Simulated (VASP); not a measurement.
A run of VASP 6.6.1:

File INCAR:

```
SYSTEM = AlN
PREC     = Accurate       ! precision mode
ENCUT    = 520            ! plane-wave cutoff, eV
EDIFF    = 1E-6           ! SCF threshold, eV
ISMEAR   = -1             ! smearing method
SIGMA    = 0.02           ! smearing width, eV
LREAL    = .FALSE.        ! projectors in reciprocal space
LASPH    = .TRUE.         ! aspherical terms in the spheres
NELM     = 60             ! most SCF steps
ALGO     = Normal         ! electronic algorithm
ISIF     = 2              ! what is computed and relaxed
LWAVE    = .FALSE.        ! write WAVECAR
LCHARG   = .FALSE.        ! write CHGCAR
GGA      = PE             ! functional
NBANDS   = 16             ! bands
```

KPOINTS

```
Automatic mesh
0
G
  11 11 6
  0 0 0
```

The input POSCAR:

```
AlN
1.0
    3.1100000000      0.0000000000      0.0000000000
   -1.5550000000      2.6933390058      0.0000000000
    0.0000000000      0.0000000000      4.9302000000
Al N
2 2
Direct
    0.6666666667      0.3333333333     -0.0009587766
    0.3333333333      0.6666666667      0.4990412234
    0.6666666667      0.3333333333      0.3829587766
    0.3333333333      0.6666666667      0.8829587766
```

Potentials or basis: VASP PAW PBE potentials, release 64 (Al, N).

Command:

```bash
$ cat potpaw_PBE.64/Al/POTCAR potpaw_PBE.64/N/POTCAR > POTCAR
$ mpirun -np 1 vasp_std > vasp.out
```

Hardware: 1 thread of Intel(R) Xeon(R) Platinum 8488C (Sapphire Rapids), on a shared host.

How long does it take, and how much memory?

Wall time 19 s on 1 thread of Intel(R) Xeon(R) Platinum 8488C (Sapphire Rapids), with other jobs on the host, peak memory 0.17 GiB. Counts: scf iterations 13, k points 64.
